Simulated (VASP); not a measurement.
**TiSi63 (a cell with a defect): single point with PBE**

TiSi63 (a cell with a defect):

```xyz
64
Lattice="6.6509 6.6509 3.8448 -9.9763 3.3254 1.9224 3.3254 -9.9763 9.6119" Properties=species:S:1:pos:R:3 pbc="T T T"
Ti   -5.5642   -5.4860   11.6140
Si   -2.1424   -2.1406    9.5951
Si   -5.4949    1.1935    3.8536
Si    1.1888    1.1783    7.6812
Si    4.5611    4.5532    5.7387
Si    1.1922   -5.4936   11.5106
Si    4.4821   -2.1391    9.5785
Si   -2.1399   -2.1378    5.7490
Si    1.1999    1.2122    3.8578
Si    1.1988   -5.4810    7.6720
Si   -2.1250    4.4816    9.6116
Si   -2.0819   -2.0990   13.4683
Si    1.1767    1.1696   11.4988
Si   -5.4729    1.2054    7.6730
Si   -2.0984    4.5052    5.7591
Si    4.5021   -2.1000   13.4596
Si   -4.5820    2.1799    1.9689
Si    2.1576   -4.5539    9.6185
Si    5.4452   -1.1794    7.6920
Si   -1.1868   -1.1751    3.8614
Si    2.2135    2.2243    2.0456
Si    2.1427   -4.5220    5.7727
Si   -1.1617    5.4165    7.7198
Si   -1.1875   -1.1989   11.5305
Si    2.1367    2.1306    9.6083
Si   -4.5221    2.1535    5.7756
Si   -1.1553    5.4101    3.8263
Si   -4.5073   -4.5018    9.5636
Si   -1.1984   -1.1953    7.6870
Si    5.3913   -1.1678   11.5167
Si    2.1612    2.1585    5.8065
Si    5.5350    5.5271    3.8415
Si    1.9350   -8.7489    9.6031
Si   -4.5127   -2.1203    9.5905
Si   -1.1920    1.1843    7.6851
Si   -7.8649    1.1381    3.8757
Si   -1.1900   -5.4277   11.5383
Si   -4.5139   -2.1363    5.7629
Si    2.1786    4.5403    5.7637
Si    2.1111   -2.1719    9.5889
Si    5.4721    1.2012    7.6835
Si   -1.1860    1.1983    3.8444
Si    5.5224   -5.3923   11.5622
Si   -1.1814   -5.4464    7.6771
Si    2.1264   -2.1403    5.7574
Si   -1.2018    1.1728   11.5244
Si   -4.4776    4.5317    5.7754
Si    2.1288   -2.1937   13.4076
Si   -2.1325   -4.5159    9.5984
Si    1.1785   -1.2035    7.6823
Si    4.5471    2.1679    5.7671
Si   -2.2178    2.1141    1.9594
Si    4.5372   -4.5229    9.6162
Si    1.1851   -1.1761    3.8489
Si   -2.0840    8.6490    5.7484
Si   -2.1516    2.1076    9.6115
Si    1.2129    5.4653    7.6902
Si   -5.4056    5.5104    3.8733
Si    1.1871   -1.2094   11.5127
Si   -5.4581   -1.1746    7.6794
Si   -2.1404    2.1297    5.7699
Si    4.5191    2.1401    9.6069
Si    1.2237    5.5010    3.8598
Si    7.7639   -1.2025   11.4883
```

* Program: VASP 6.6.1
* Task: single point
* Functional: PBE
* Potentials or basis: VASP PAW PBE potentials, release 64 (Ti_sv, Si)
* Cutoff: 520 eV
* k mesh: 1 × 1 × 1
* Occupations: gaussian, width 0.05 eV
* Spin: collinear spin
* Dipole correction: no
* Charge: -1
* Further INCAR settings: LREAL = Auto; ALGO = Normal; EDIFF = 1e-06; NBANDS = 174; NELECT = 265.0

* Largest force: 0.277 eV/Å
* Net moment: 0.12 μB per cell
* Valence electrons inside the program's atomic spheres: Ti 10.29; Si 1.69, 1.68, 1.70, 1.73, 1.71, 1.75, 1.74 (each value once)

Forces in eV/Å, atoms in the order of the input:
```
Ti   0.121  0.124 -0.034
Si   0.027  0.020  0.094
Si  -0.034  0.020 -0.008
Si   0.040  0.048  0.013
Si  -0.010  0.010 -0.085
Si  -0.002 -0.033  0.015
Si  -0.041 -0.025  0.028
Si   0.029  0.038  0.005
Si   0.039  0.042  0.064
Si  -0.038 -0.048 -0.034
Si   0.006 -0.024  0.009
Si   0.016  0.007  0.111
Si   0.091  0.065 -0.008
Si  -0.005 -0.005 -0.021
Si  -0.016 -0.017  0.018
Si  -0.020 -0.003  0.006
Si   0.017  0.038  0.022
Si   0.045  0.014  0.014
Si  -0.001  0.006  0.007
Si  -0.001 -0.004  0.008
Si   0.016  0.008 -0.276
Si   0.014 -0.008  0.008
Si   0.021  0.013  0.039
Si   0.005 -0.010 -0.069
Si  -0.076 -0.084  0.011
Si  -0.001  0.008  0.013
Si   0.026  0.024 -0.051
Si  -0.064 -0.015  0.219
Si  -0.007 -0.001 -0.004
Si   0.036  0.041 -0.042
Si  -0.074 -0.070 -0.049
Si  -0.046 -0.043 -0.025
Si  -0.026  0.040  0.025
Si   0.024 -0.109  0.011
Si  -0.009 -0.018 -0.001
Si  -0.051  0.004 -0.119
Si  -0.026  0.032 -0.008
Si  -0.011  0.014 -0.021
Si   0.033  0.014 -0.019
Si  -0.014  0.018  0.025
Si  -0.013  0.008  0.012
Si   0.021 -0.011  0.020
Si   0.018 -0.078  0.052
Si   0.039 -0.030 -0.030
Si  -0.033  0.041 -0.025
Si  -0.001 -0.029 -0.035
Si   0.010  0.057 -0.014
Si  -0.042 -0.035  0.054
Si  -0.098  0.041  0.013
Si  -0.025 -0.005 -0.022
Si  -0.003  0.013 -0.012
Si  -0.005 -0.067 -0.118
Si   0.007  0.002 -0.001
Si   0.001  0.024  0.046
Si   0.052  0.002  0.065
Si   0.028 -0.026  0.040
Si   0.005 -0.026  0.028
Si  -0.066  0.031  0.014
Si  -0.030 -0.006 -0.052
Si   0.037  0.019  0.004
Si   0.031 -0.018 -0.013
Si   0.015 -0.027  0.021
Si   0.032 -0.012 -0.021
Si  -0.014  0.001  0.084
```

Levels at points of the mesh, in eV from the Fermi level:
Spin up:
```csv
k point,band 129,band 130,band 131,band 132,band 133,band 134,band 135,band 136,band 137,band 138
"(0.00, 0.00, 0.00)",-1.18,-1.16,-1.05,-1.01,-0.01,0.10,0.16,0.23,0.25,0.31
```
Spin down:
```csv
k point,band 128,band 129,band 130,band 131,band 132,band 133,band 134,band 135,band 136,band 137
"(0.00, 0.00, 0.00)",-1.35,-1.18,-1.16,-1.05,-1.00,0.01,0.11,0.14,0.24,0.26
```

Run time: 5.1 min on 1 × NVIDIA H100 80GB with 1 thread of AMD EPYC 7R13 Processor (Zen 3) (shared host), peak memory 2.1 GiB.

Caveat: the k points lie up to 0.67 Å⁻¹ apart; the cell carries a net charge on a neutralising background, which shifts energy and pressure; the cell is charged against a uniform background, so pressure and absolute levels hang on convention.
